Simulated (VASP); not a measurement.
PbS, 2 atoms in the cell. Symmetry: R3m, No. 160, trigonal system. Conventional cell: a = 4.027 Å, b = 4.027 Å, c = 9.110 Å, α = 90.00°, β = 90.00°, γ = 120.00°. Pb (site symmetry 3m) has 6 S at 2.77 to 2.78 Å within 3.7 Å. Within 3.7 Å of S (site symmetry 3m) lie 6 Pb at 2.77 to 2.78 Å. 

* Program: VASP 6.6.1
* Task: single point
* Functional: r2SCAN
* Potentials or basis: VASP PAW PBE potentials, release 64 (Pb_d, S)
* Cutoff: 520 eV
* k mesh: 9 × 9 × 9
* Occupations: gaussian, width 0.05 eV
* Spin: no spin polarisation
* Dipole correction: no
* Further INCAR settings: ALGO = Normal; EDIFF = 1e-06; NBANDS = 17

Potentials or basis: VASP PAW PBE potentials, release 64 (Pb_d, S).

The run is started by

```console
$ cat potpaw_PBE.64/Pb_d/POTCAR potpaw_PBE.64/S/POTCAR > POTCAR
$ cp INCAR.step1 INCAR
$ mpirun -np 1 vasp_std > vasp.out
$ cp INCAR.step2 INCAR
$ mpirun -np 1 vasp_std > vasp.out
```

Hardware: 1 thread of Intel(R) Xeon(R) 6975P-C (Granite Rapids), on a shared host.

Question: How long does it take, and how much memory?

Answer: Wall time 110 s on 1 thread of Intel(R) Xeon(R) 6975P-C (Granite Rapids), on a shared host, peak memory 0.2 GiB. Counts: k points 85.
